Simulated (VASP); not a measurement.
Wanted: the native input for a VASP 6.6.1 run.

```yaml
Task: single point
Functional: PBEsol
Potentials_or_basis: VASP PAW PBE potentials, release 64 (Ta_pv)
Cutoff: 520 eV
k_mesh: 20 × 20 × 20
Occupations: gaussian, width 0.15 eV
Spin: no spin polarisation
Dipole_correction: no
Further_INCAR_settings: ALGO = Normal; EDIFF = 1e-06; NBANDS = 12
```

The structure of Ta lies in POSCAR:

```
Ta
1.0
   -1.5852288000      1.5852288000      1.7173312000
    1.5852288000     -1.5852288000      1.7173312000
    1.5852288000      1.5852288000     -1.7173312000
Ta
1
Direct
    0.0000000000      0.0000000000      0.0000000000
```

This cell differs from its parent crystal: strain -0.040 along x and y, +0.040 along z.

These files were run (other wordings do the same):

INCAR

```
SYSTEM = Ta
PREC = Accurate ; ENCUT = 520
EDIFF = 1E-6 ; ISMEAR = 0
SIGMA = 0.15 ; LREAL = .FALSE.
LASPH = .TRUE. ; NELM = 60
ALGO = Normal ; ISIF = 2
LWAVE = .FALSE. ; LCHARG = .TRUE.
GGA = PS ; LELF = .TRUE.
LVHAR = .TRUE. ; NBANDS = 12
```

KPOINTS

```
Automatic mesh
0
G
  20 20 20
  0 0 0
```

Potentials or basis: VASP PAW PBE potentials, release 64 (Ta_pv).

Launch:

```bash
$ cat potpaw_PBE.64/Ta_pv/POTCAR > POTCAR
$ mpirun -np 1 vasp_std > vasp.out
```

It gave:

* Pressure: 5.9 GPa
* Band gap on the k mesh: zero (an odd number of electrons rules out a gap without spin polarisation)

Caveat: the cell differs from its parent crystal (strain -0.040 along x and y, +0.040 along z); the stress differs along the axes, from -0 to 9 GPa; the PAW data sets were made with another functional, which shifts forces and pressure a little; spin-orbit coupling is left out, which moves the levels of the heavy elements.

It took 2.2 min on 1 thread of AMD EPYC 7R13, with other jobs on the host, peak memory 0.25 GiB.
